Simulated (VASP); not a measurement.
Ge, 4 atoms in the cell. It takes space group P6_3/mmc (No. 194, hexagonal). The conventional cell has a = 3.787 Å, b = 3.787 Å, c = 6.251 Å, α = 90.00°, β = 90.00°, γ = 120.00°. Ge (site symmetry 3m) has 4 Ge at 2.32 to 2.34 Å within 3.1 Å. This isn't the form of Ge at room conditions, which is diamond.

| Property | Result |
| --- | --- |
| Program | VASP 6.6.1 |
| Task | single point |
| Functional | LDA |
| Potentials or basis | VASP PAW LDA potentials, release 64 (Ge_d) |
| Cutoff | 520 eV |
| k mesh | 12 × 12 × 6 |
| Occupations | gaussian, width 0.05 eV |
| Spin | no spin polarisation |
| Dipole correction | no |
| Further INCAR settings | ALGO = Normal; EDIFF = 1e-06; NBANDS = 36 |

Potentials or basis: VASP PAW LDA potentials, release 64 (Ge_d).

Command:

```console
$ cat potpaw_LDA.64/Ge_d/POTCAR > POTCAR
$ mpirun -np 1 vasp_std > vasp.out
```

Hardware: 1 thread of Intel(R) Xeon(R) Platinum 8488C (Sapphire Rapids), with other jobs on the host.

Problem. Estimate the wall time of this run.

Solution. Wall time 2.4 min on 1 thread of Intel(R) Xeon(R) Platinum 8488C (Sapphire Rapids) (shared host), peak memory 0.26 GiB. Counts: scf iterations 12, k points 76.
